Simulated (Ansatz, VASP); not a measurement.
**Yb in VASP and in Ansatz**

```
Yb
1.0
     0.00000    2.70603    2.70603
     2.70603    0.00000    2.70603
     2.70603    2.70603    0.00000
Yb
1
Direct
  0.00000 0.00000 0.00000
```

Change from the starting cell: volume scaled by 0.96.

Alike in both runs: task single point; functional PBE; k mesh 12 × 12 × 12; occupations fermi-dirac, width 0.05 eV; no spin polarisation.

|  | VASP | Ansatz |
| --- | --- | --- |
| version | VASP 6.6.1 | Ansatz 0.2.0 |
| potentials or method | VASP PAW PBE potentials, release 64 (Yb), cutoff 520 eV | all-electron LAPW, scalar-relativistic |

|  | VASP | Ansatz | Ansatz less VASP |
| --- | --- | --- | --- |
| pressure (GPa) | -1.9 | -1.7 | +0.19 |

Ansatz ran all-electron here, and VASP with PAW potentials.

Spin-orbit coupling is off throughout.
